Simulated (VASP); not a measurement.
# Zn4SO3 (P-43m) in VASP: further runs

Runs on Zn4SO3. Level: PBE. Tasks: single point, relaxation of cell and atoms.

All numbers are computed with VASP 6.6.1; they aren't measurements. Logs are shortened: lines on timing, memory, paths and dates and some standing lists are left out, and cuts for length are marked.

**1. The cell of the first run**

It takes space group P-43m (No. 215, cubic). Conventional cell: a = 4.704 Å, b = 4.704 Å, c = 4.704 Å, α = 90.00°, β = 90.00°, γ = 90.00°. Zn (site symmetry 3m) has 1 S at 2.04 Å and 3 O at 2.04 Å within 2.7 Å. Within 2.7 Å of S (site symmetry -43m) lie 4 Zn at 2.04 Å. O (site symmetry -42m) has 4 Zn at 2.04 Å within 2.7 Å.

**2. Single point, PBE**

INCAR reads:

```
ALGO = Normal
EDIFF = 1E-6
ENCUT = 520
GGA = PE
ISIF = 2
ISMEAR = 0
LASPH = T
LCHARG = F
LREAL = F
LWAVE = F
NBANDS = 46
NELM = 60
PREC = Accurate
SIGMA = 0.1
```

KPOINTS reads:

```
k-points
0
Gamma
  4 4 4
```

POSCAR reads:

```
Zn4SO3
1.0
    4.7042499900      0.0000000000      0.0000000000
    0.0000000000      4.7042499900      0.0000000000
    0.0000000000      0.0000000000      4.7042499900
Zn S O
4 1 3
Direct
    0.7500000000      0.7500000000      0.7500000000
    0.7500000000      0.2500000000      0.2500000000
    0.2500000000      0.7500000000      0.2500000000
    0.2500000000      0.2500000000      0.7500000000
    0.5000000000      0.5000000000      0.5000000000
    0.0000000000      0.0000000000      0.5000000000
    0.0000000000      0.5000000000      0.0000000000
    0.5000000000      0.0000000000      0.0000000000
```

Potentials or basis: VASP PAW PBE potentials, release 64 (Zn, S, O).

On the command line:

```
cat potpaw_PBE.64/Zn/POTCAR potpaw_PBE.64/S/POTCAR potpaw_PBE.64/O/POTCAR > POTCAR
mpirun -np 1 vasp_std > vasp.out
```

OUTCAR:

```text
EDIFF = 1E-6
   ENCUT = 520
   GGA = PE
   ISIF = 2
   ISMEAR = 0
   LASPH = T
   LREAL = F
   NELM = 60
   PREC = Accurate

 ion  position               nearest neighbor table
   1  0.750  0.750  0.750-   5 2.04   6 2.04   7 2.04   8 2.04
   2  0.750  0.250  0.250-   5 2.04   6 2.04   7 2.04   8 2.04
   3  0.250  0.750  0.250-   5 2.04   6 2.04   7 2.04   8 2.04
   4  0.250  0.250  0.750-   5 2.04   6 2.04   7 2.04   8 2.04
   5  0.500  0.500  0.500-   1 2.04   2 2.04   3 2.04   4 2.04
   6  0.000  0.000  0.500-   1 2.04   2 2.04   3 2.04   4 2.04
   7  0.000  0.500  0.000-   1 2.04   2 2.04   3 2.04   4 2.04
   8  0.500  0.000  0.000-   1 2.04   2 2.04   3 2.04   4 2.04

  LATTYP: Found a simple cubic cell.
 ALAT       =     4.7042499900

  Lattice vectors:

 A1 = (   4.7042499900,   0.0000000000,   0.0000000000)
 A2 = (   0.0000000000,   4.7042499900,   0.0000000000)
 A3 = (   0.0000000000,   0.0000000000,   4.7042499900)

Analysis of symmetry for initial positions (statically):
=====================================================================
 Subroutine PRICEL returns:
 Original cell was already a primitive cell.

 Routine SETGRP: Setting up the symmetry group for a
 simple cubic supercell.

 Subroutine GETGRP returns: Found 24 space group operations
 (whereof 24 operations were pure point group operations)
 out of a pool of 48 trial point group operations.

The static configuration has the point symmetry T_d .

Analysis of symmetry for dynamics (positions and initial velocities):
=====================================================================
 Subroutine PRICEL returns:
 Original cell was already a primitive cell.

 Routine SETGRP: Setting up the symmetry group for a
 simple cubic supercell.

 Subroutine GETGRP returns: Found 24 space group operations
 (whereof 24 operations were pure point group operations)
 out of a pool of 48 trial point group operations.

The dynamic configuration has the point symmetry T_d .

 Subroutine INISYM returns: Found 24 space group operations
 (whereof 24 operations are pure point group operations),
 and found     1 'primitive' translations

----------------------------------------------------------------------------------------

                                     Primitive cell

  volume of cell :     104.1049

[... 89 lines left out ...]
   IBRION =     -1    ionic relax: 0-MD 1-quasi-New 2-CG
   NFREE  =      0    steps in history (QN), initial steepest desc. (CG)
   ISIF   =      2    stress and relaxation
   ISYM   =      2    0-nonsym 1-usesym 2-fastsym
   POTIM  = 0.5000    time-step for ionic-motion
   TEBEG  =    0.0;   TEEND  =   0.0 temperature during run
   PSTRESS=    0.0 pullay stress
   NELECT =      72.0000    total number of electrons
   NUPDOWN=      -1.0000    fix difference up-down
   EMIN   =  10.00;   EMAX   =-10.00  energy-range for DOS
   EFERMI =   0.00;   METHOD = LEGACY
   ISMEAR =     0;   SIGMA  =   0.10  broadening in eV -4-tet -1-fermi 0-gaus
   EFERMI_NEDOS =   21; number of points for ismear=-14 and -15
   IALGO  =     38    algorithm
   IMIX   =      4    mixing-type and parameters
     AMIX     =   0.40;   BMIX     =  1.00
     AMIX_MAG =   1.60;   BMIX_MAG =  1.00
  volume/ion in A,a.u.               =      13.01        87.82
  Fermi-wavevector in a.u.,A,eV,Ry     =   1.447756  2.735861 28.517763  2.095996
  Thomas-Fermi vector in A             =   2.565674
   LORBIT       =      0    0 simple, 1 ext, 2 COOP (PROOUT), +10 PAW based schemes
   GGA     = PE    functional components
   LHFCALC =     F    Hartree Fock is set to
   AEXX    =    0.0000 exact exchange contribution
   IVDW    =     0    specifies the selected vdW correction
   LEPSILON=     F    determine dielectric tensor
   LRPA    =     F    only Hartree local field effects (RPA)
 non-spin polarized calculation
 Gauss-broadening in eV      SIGMA  =   0.10
  energy-cutoff  :      520.00
  volume of cell :      104.10
 maximum number of plane-waves:      2832
 NGX is ok and might be reduce to    36
   NGX = 17   NGY = 17   NGZ = 17

 number of electron      71.9999933 magnetization

 Free energy of the ion-electron system (eV)
  ---------------------------------------------------
  ext. energy  EPLUGINS =         0.00000000
  ---------------------------------------------------
  free energy    TOTEN  =       -31.63545375 eV

  energy without entropy =      -31.63545375  energy(sigma->0) =      -31.63545375

 E-fermi :   2.4455     XC(G=0): -10.7914

 val. band max:        2.0210486100   @ k =   0.0000   0.0000   0.0000
 cond. band min:       3.2285237881   @ k =   0.0000   0.0000   0.0000
 fundamental gap:      1.2074751781
 Fermi energy:         2.4455397003

 k-point     1 :       0.0000    0.0000    0.0000
  band No.  band energies     occupation
      1     -15.5068      2.00000
      2     -14.8474      2.00000
      3     -14.8474      2.00000
      4     -11.7707      2.00000
      5      -4.8835      2.00000
      6      -4.8835      2.00000
[... 479 lines left out ...]
     45      11.0119      0.00000
     46      11.0119      0.00000

------------------------ aborting loop because EDIFF is reached ----------------------------------------

  FORCE on cell =-STRESS in cart. coord.  units (eV):
  Direction    XX          YY          ZZ          XY          YZ          ZX
  --------------------------------------------------------------------------------------
  -------------------------------------------------------------------------------------
  Total        9.1114751      9.1114751      9.1114751      0.0000000      0.0000000      0.0000000
  in kB      140.2258556    140.2258556    140.2258556      0.0000000      0.0000000      0.0000000
  external PRESSURE =     140.2258556 kB  Pullay stress =       0.0000000 kB

 VOLUME and BASIS-vectors are now :
 -----------------------------------------------------------------------------
  energy-cutoff  :      520.00
  volume of cell :      104.10
      direct lattice vectors                 reciprocal lattice vectors
     4.704249990  0.000000000  0.000000000     0.212573737  0.000000000  0.000000000
     0.000000000  4.704249990  0.000000000     0.000000000  0.212573737  0.000000000
     0.000000000  0.000000000  4.704249990     0.000000000  0.000000000  0.212573737

 POSITION                                       TOTAL-FORCE (eV/Angst)
 -----------------------------------------------------------------------------------
      3.52819      3.52819      3.52819         2.040353      2.040353      2.040353
      3.52819      1.17606      1.17606         2.040353     -2.040353     -2.040353
      1.17606      3.52819      1.17606        -2.040353      2.040353     -2.040353
      1.17606      1.17606      3.52819        -2.040353     -2.040353      2.040353
      2.35212      2.35212      2.35212        -0.000000     -0.000000      0.000000
      0.00000      0.00000      2.35212        -0.000000     -0.000000      0.000000
      0.00000      2.35212      0.00000        -0.000000     -0.000000     -0.000000
      2.35212      0.00000      0.00000        -0.000000     -0.000000      0.000000
 -----------------------------------------------------------------------------------
    total drift:                                0.000000     -0.000000      0.000000

  FREE ENERGIE OF THE ION-ELECTRON SYSTEM (eV)
  ---------------------------------------------------
  free  energy   TOTEN  =       -31.6354537529 eV

  energy  without entropy=      -31.6354537529  energy(sigma->0) =      -31.63545375
```

OSZICAR:

```text
N       E                     dE             d eps       ncg     rms          rms(c)
DAV:   1     0.736751005589E+03    0.73675E+03   -0.34247E+04   920   0.222E+03
DAV:   2     0.800631722583E+02   -0.65669E+03   -0.62554E+03   936   0.522E+02
DAV:   3    -0.313987640981E+02   -0.11146E+03   -0.10920E+03   974   0.192E+02
DAV:   4    -0.374860700150E+02   -0.60873E+01   -0.60444E+01  1112   0.471E+01
DAV:   5    -0.375593246805E+02   -0.73255E-01   -0.73220E-01  1002   0.533E+00    0.214E+01
DAV:   6    -0.311866395312E+02    0.63727E+01   -0.17266E+01  1508   0.771E+01    0.149E+01
DAV:   7    -0.317588091049E+02   -0.57217E+00   -0.85499E+00   980   0.184E+01    0.923E+00
DAV:   8    -0.318228634216E+02   -0.64054E-01   -0.22964E+00  1272   0.108E+01    0.362E+00
DAV:   9    -0.316214100356E+02    0.20145E+00   -0.70068E-01  1440   0.958E+00    0.681E-01
DAV:  10    -0.316354501039E+02   -0.14040E-01   -0.16259E-01   968   0.214E+00    0.341E-01
DAV:  11    -0.316354894990E+02   -0.39395E-04   -0.82367E-03  1108   0.602E-01    0.184E-01
DAV:  12    -0.316354613979E+02    0.28101E-04   -0.38165E-04  1154   0.237E-01    0.138E-01
DAV:  13    -0.316354500044E+02    0.11394E-04   -0.40933E-04  1196   0.146E-01    0.296E-02
DAV:  14    -0.316354529407E+02   -0.29363E-05   -0.10221E-04  1164   0.171E-01    0.563E-03
DAV:  15    -0.316354537529E+02   -0.81225E-06   -0.93993E-06  1118   0.293E-02
   1 F= -.31635454E+02 E0= -.31635454E+02  d E =-.395091E-10
```

Run time: 56 s. Hardware: 1 thread of Intel Xeon Platinum 8375C at 2.90GHz (Ice Lake), shared host; peak memory 0.21 GiB.

Results:

```yaml
Free_energy: -31.6355 eV
Pressure: 14.0 GPa
Band_gap_on_the_k_mesh: 1.21 eV
```

Levels at points of the mesh, in eV from the valence-band top:
| k point | band 32 | band 33 | band 34 | band 35 | band 36 | band 37 | band 38 | band 39 | band 40 | band 41 |
| --- | --- | --- | --- | --- | --- | --- | --- | --- | --- | --- |
| (0.00, 0.00, 0.00) | -2.30 | -2.30 | 0.00 | 0.00 | 0.00 | 1.21 | 3.79 | 3.79 | 6.12 | 7.01 |
| (0.50, 0.00, 0.00) | -1.86 | -1.32 | -1.32 | -1.00 | -1.00 | 4.04 | 4.17 | 5.62 | 7.16 | 7.48 |
| (0.50, 0.50, 0.00) | -2.34 | -1.09 | -1.07 | -0.70 | -0.70 | 4.67 | 6.17 | 6.30 | 6.30 | 7.43 |
| (0.50, 0.50, 0.50) | -1.03 | -1.03 | -0.52 | -0.52 | -0.52 | 3.98 | 3.98 | 3.98 | 6.87 | 8.33 |

Caveat: the cell stands under pressure.

**3. Single point, PBE**

This run uses another cell than the first one, of 14.00 Å³/atom.

INCAR reads:

```
PREC = Accurate ; ENCUT = 520
EDIFF = 1E-6 ; ISMEAR = 0
SIGMA = 0.1 ; LREAL = False
LASPH = True ; NELM = 60
ALGO = Normal ; ISIF = 2
LWAVE = False ; LCHARG = False
GGA = PE ; NBANDS = 46
```

KPOINTS reads:

```
Automatic mesh
0
Gamma
  4 4 4
```

POSCAR reads:

```
Zn4SO3
1.0
    4.8207754706      0.0000000000      0.0000000000
    0.0000000000      4.8207754706      0.0000000000
    0.0000000000      0.0000000000      4.8207754706
Zn S O
4 1 3
Direct
    0.7706067502      0.7706067502      0.7706067502
    0.7706067502      0.2293932498      0.2293932498
    0.2293932498      0.7706067502      0.2293932498
    0.2293932498      0.2293932498      0.7706067502
    0.5000000000      0.5000000000      0.5000000000
    0.0000000000      0.0000000000      0.5000000000
    0.0000000000      0.5000000000      0.0000000000
    0.5000000000      0.0000000000      0.0000000000
```

Potentials or basis: VASP PAW PBE potentials, release 64 (Zn, S, O).

On the command line:

```
cat potpaw_PBE.64/Zn/POTCAR potpaw_PBE.64/S/POTCAR potpaw_PBE.64/O/POTCAR > POTCAR
mpirun -np 1 vasp_std > vasp.out
```

Run time: 60 s. Hardware: 1 thread of Intel Xeon Platinum 8375C at 2.90GHz (Ice Lake), shared host; peak memory 0.22 GiB.

Results (log left out):

```yaml
Free_energy: -33.0044 eV
Pressure: 0.5 GPa
Largest_force: 0.027 eV/Å
Band_gap_on_the_k_mesh: 0.42 eV
```

Forces on the atoms (eV/Å):
```
Zn  -0.016 -0.016 -0.016
Zn  -0.016  0.016  0.016
Zn   0.016 -0.016  0.016
Zn   0.016  0.016 -0.016
S    0.000  0.000  0.000
O    0.000  0.000  0.000
O    0.000  0.000  0.000
O    0.000  0.000  0.000
```

Levels at points of the mesh, in eV from the valence-band top:
```
           k point  band 33  band 34  band 35  band 36  band 37  band 38  band 39  band 40
(0.00, 0.00, 0.00)    -2.03     0.00     0.00     0.00     0.42     4.50     4.50     4.99
(0.50, 0.00, 0.00)    -1.43    -1.43    -0.70    -0.70     2.94     4.15     6.11     7.14
(0.50, 0.50, 0.00)    -1.39    -1.05    -0.56    -0.56     3.99     5.74     5.74     6.26
(0.50, 0.50, 0.50)    -1.05    -0.32    -0.32    -0.32     3.75     3.75     3.75     5.68
```

Caveat: semilocal functionals underestimate gaps, and a narrow one can read as zero.

**4. Relaxation of cell and atoms, PBE**

INCAR reads:

```
  PREC = Accurate
  ENCUT = 600
  EDIFF = 1E-6
  ISMEAR = 0
  SIGMA = 0.1
  LREAL = F
  LASPH = T
  NELM = 100
  ALGO = Normal
  ISIF = 3
  LWAVE = F
  LCHARG = F
  GGA = PE
  IBRION = 2
  NSW = 90
  EDIFFG = -0.04
```

KPOINTS is that of step 3.

POSCAR reads:

```
Zn4SO3
1.0
    4.7042499900      0.0000000000      0.0000000000
    0.0000000000      4.7042499900      0.0000000000
    0.0000000000      0.0000000000      4.7042499900
Zn S O
4 1 3
Direct
    0.7500000000      0.7500000000      0.7500000000
    0.7500000000      0.2500000000      0.2500000000
    0.2500000000      0.7500000000      0.2500000000
    0.2500000000      0.2500000000      0.7500000000
    0.5000000000      0.5000000000      0.5000000000
    0.0000000000      0.0000000000      0.5000000000
    0.0000000000      0.5000000000      0.0000000000
    0.5000000000      0.0000000000      0.0000000000
```

On the command line:

```
cat potpaw_PBE.64/Zn/POTCAR potpaw_PBE.64/S/POTCAR potpaw_PBE.64/O/POTCAR > POTCAR
mpirun -np 1 vasp_std > vasp.out
```

It took 5.6 min on 1 thread of Intel Xeon Platinum 8375C at 2.90GHz (Ice Lake), shared host; peak memory 0.27 GiB.

The run converged. Its results:

| Quantity | Value |
| --- | --- |
| Free energy | -33.0012 eV |
| Relaxed volume | 14.06 Å³/atom |
| Relaxed cell | a = 4.828 Å, b = 4.828 Å, c = 4.828 Å, α = 90.00°, β = 90.00°, γ = 90.00° |
| Space group after relaxing (to 0.1 Å) | P-43m (No. 215) |
| Energy gained by relaxing | 170.0 meV/atom |
| Ionic steps | 7 |
| Pressure after relaxing | 0.0 GPa |
| Band gap on the k mesh | 0.42 eV |

The path:
| step | energy change (eV) | largest force (eV/Å) | pressure (GPa) | volume (Å³) |
| --- | --- | --- | --- | --- |
| 1 | 0.0000 | 3.5335 | 13.85 | 104.10 |
| 2 | -1.1258 | 0.1564 | -7.31 | 122.00 |
| 3 | -1.2704 | 0.5319 | -3.29 | 116.73 |
| 4 | -1.3569 | 0.1416 | -0.17 | 112.86 |
| 5 | -1.3589 | 0.0751 | 0.26 | 112.23 |
| 6 | -1.3588 | 0.0628 | 0.47 | 112.11 |
| 7 | -1.3599 | 0.0157 | 0.01 | 112.51 |

Final structure:
```
CELL_PARAMETERS angstrom
4.82753 0.00000 0.00000
0.00000 4.82753 0.00000
0.00000 0.00000 4.82753
ATOMIC_POSITIONS crystal
Zn 0.77045 0.77045 0.77045
Zn 0.77045 0.22955 0.22955
Zn 0.22955 0.77045 0.22955
Zn 0.22955 0.22955 0.77045
S 0.50000 0.50000 0.50000
O 0.00000 0.00000 0.50000
O 0.00000 0.50000 0.00000
O 0.50000 0.00000 0.00000
```

Levels at points of the mesh, in eV from the valence-band top:
| k point | band 33 | band 34 | band 35 | band 36 | band 37 | band 38 | band 39 | band 40 |
| --- | --- | --- | --- | --- | --- | --- | --- | --- |
| (0.00, 0.00, 0.00) | -2.02 | 0.00 | 0.00 | 0.00 | 0.42 | 4.50 | 4.50 | 4.99 |
| (0.50, 0.00, 0.00) | -1.42 | -1.42 | -0.70 | -0.70 | 2.95 | 4.14 | 6.11 | 7.12 |
| (0.50, 0.50, 0.00) | -1.38 | -1.04 | -0.56 | -0.56 | 3.99 | 5.72 | 5.72 | 6.24 |
| (0.50, 0.50, 0.50) | -1.04 | -0.32 | -0.32 | -0.32 | 3.74 | 3.74 | 3.74 | 5.68 |

Caveat: semilocal functionals underestimate gaps, and a narrow one can read as zero.

**5. The runs side by side**

```tsv
task	cell	cutoff (eV)	gap on the mesh (eV)	pressure (GPa)
single point	a = 4.704 Å, 8 atoms, atomic positions A	520	1.21	14.0
single point	a = 4.821 Å, 8 atoms, atomic positions B	520	0.42	0.5
relaxation of cell and atoms	relaxed from a = 4.704 Å, 8 atoms, atomic positions A	600	0.42	0.0
```

Alike in all rows: level PBE; potentials or basis VASP PAW PBE potentials, release 64 (Zn, S, O); no spin polarisation; k mesh 4 × 4 × 4; smearing gaussian 0.1 eV.

Caveats: semilocal functionals underestimate gaps, and a narrow one can read as zero (at least some runs); the cell stands under pressure (at least some runs).

Total energies depend on the potentials used, so only differences within one code and one set of settings carry meaning.
